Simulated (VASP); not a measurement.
Al7Co8, 15 atoms in the cell. The typed cell holds 15 atoms: a = 5.704 Å, b = 6.377 Å, c = 6.377 Å, α = 78.46°, β = 63.43°, γ = 63.43°. 

| Quantity | Value |
| --- | --- |
| Program | VASP 6.6.1 |
| Task | relaxation of cell and atoms |
| Functional | PBE |
| Potentials or basis | VASP PAW PBE potentials, release 64 (Al, Co) |
| Cutoff | 600 eV |
| k mesh | 3 × 2 × 2, shifted |
| Occupations | gaussian, width 0.1 eV |
| Spin | collinear spin, ferromagnetic start |
| Starting moments | [0.0, 0.0, 0.0, 0.0, 0.0, 0.0, 0.0, 3.0, 3.0, 3.0, 3.0, 3.0, 3.0, 3.0, 3.0] μB |
| Dipole correction | no |
| Further INCAR settings | ALGO = Normal; EDIFF = 1e-07; ISYM = 0; IBRION = 2; EDIFFG = -0.04; NSW = 70; ISIF = 3 |

Potentials or basis: VASP PAW PBE potentials, release 64 (Al, Co).

The run is started by

```bash
$ cat potpaw_PBE.64/Al/POTCAR potpaw_PBE.64/Co/POTCAR > POTCAR
$ mpirun -np 1 vasp_std > vasp.out
```

Hardware: 1 thread of Intel Xeon 8259CL, with other jobs on the host.

Problem. How long does it take, and how much memory?

Solution. Run time: 94 min on 1 thread of Intel Xeon 8259CL, with other jobs on the host, peak memory 0.52 GiB. Counts: scf iterations 140, k points 6, ion steps 10.
